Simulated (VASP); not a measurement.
Crystal: Rh.

```xyz
1
Lattice="0.0000 1.8979 1.8979 1.8979 0.0000 1.8979 1.8979 1.8979 0.0000" Properties=species:S:1:pos:R:3 pbc="T T T"
Rh    0.0000    0.0000    0.0000
```

Base run:

| Property | Result |
| --- | --- |
| Program | VASP 6.6.1 |
| Functional | PBE |
| Potentials or basis | VASP PAW PBE potentials, release 64 (Rh_pv) |
| Cutoff | 520 eV |
| k mesh | 12 × 12 × 12 |
| Occupations | fermi-dirac, width 0.1 eV |
| Spin | no spin polarisation |

Its results: pressure 7.9 GPa.

Q: The run is repeated on the same cell with these changes: k mesh from 12 × 12 × 12 to 5 × 5 × 5. What comes out?

A: Pressure 10.9 GPa.

Caveats: some runs use coarse meshes.
